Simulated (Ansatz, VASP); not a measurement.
# One calculation of HfO2, two programs

Contents of INCAR:

```
ALGO = Normal ; EDIFF = 1E-6
EDIFFG = -0.01 ; ENCUT = 600
GGA = PE ; IBRION = 2
ISIF = 3 ; ISMEAR = -1
LASPH = True ; LCHARG = False
LDAU = True ; LDAUJ = 0 0
LDAUL = 2 -1 ; LDAUPRINT = 1
LDAUTYPE = 2 ; LDAUU = 8 0
LMAXMIX = 4 ; LREAL = False
LWAVE = False ; NELM = 150
NSW = 60 ; PREC = Accurate
SIGMA = 0.05
```

File KPOINTS:

```
k-points
0
Gamma
  9 9 9
```

POSCAR

```
HfO2
1.0
    0.0000000000      2.5575000000      2.5575000000
    2.5575000000      0.0000000000      2.5575000000
    2.5575000000      2.5575000000      0.0000000000
Hf O
1 2
Direct
    0.0000000000      0.0000000000      0.0000000000
    0.7500000000      0.7500000000      0.7500000000
    0.2500000000      0.2500000000      0.2500000000
```

input.yaml

```yaml
crystal:
  lattice:
    - [0.0, 2.5575, 2.5575]
    - [2.5575, 0.0, 2.5575]
    - [2.5575, 2.5575, 0.0]
  atoms:
    - { symbol: Hf, position: [0.0, 0.0, 0.0] }
    - { symbol: O, position: [0.75, 0.75, 0.75] }
    - { symbol: O, position: [0.25, 0.25, 0.25] }
hamiltonian:
  xc: pbe
  pseudopotentials: { kind: paw }
  hubbard: { sites: [{ species: Hf, l: d, u_eff: 8.0 }] }
kpoints:
  mp_grid: { grid: [9, 9, 9] }
scf:
  occupations: { method: fermi_dirac, width: 0.05 }
output:
  forces: true
  stress: true
  eigenvalues: true
  write_density: true
  write_potential: true
  elf: true
  volumetric_format: npy
relax:
  f_tol: 0.01
  max_steps: 40
  cell: { stress_tol: 0.05 }
```

Alike in both runs: task relaxation of cell and atoms; functional PBE; k mesh 9 × 9 × 9; occupations fermi-dirac, width 0.05 eV; no spin polarisation; Hubbard terms Hf d U = 8.0 eV.

|  | VASP | Ansatz |
| --- | --- | --- |
| version | VASP 6.6.1 | Ansatz 0.2.0 |
| potentials or method | VASP PAW PBE potentials, release 64 (Hf_pv, O) | Ansatz PAW |
| plane-wave cutoff (eV) | 600 | 420 |
| valence electrons in the cell | 22 | 38 |

Ansatz gave:

* gap on the k mesh at the Fermi level, each at its own relaxed structure (eV): 4.81
* relaxed volume (Å³/atom): 11.65
* relaxed length of the cell vector where the two differ most in proportion (Å): 3.670

Problem. Which values does VASP return?

Solution. gap on the k mesh at the Fermi level, each at its own relaxed structure (eV): 4.65; relaxed volume (Å³/atom): 11.86; relaxed length of the cell vector where the two differ most in proportion (Å): 3.691.

The programs project onto different local orbitals, so the same U acts differently, and such runs can settle in different states. VASP's potentials hold 22 valence electrons a cell and Ansatz's 38, so a difference there can come from the potentials and not from the codes.

Neither program's run includes spin-orbit coupling. Noted on Ansatz's run: odd divisions of the mesh miss points on the zone boundary, where band edges often lie, so the gap on the mesh can be too wide; the plane-wave basis is chosen anew once the cell has moved, so the energies of steps on either side of that aren't comparable.
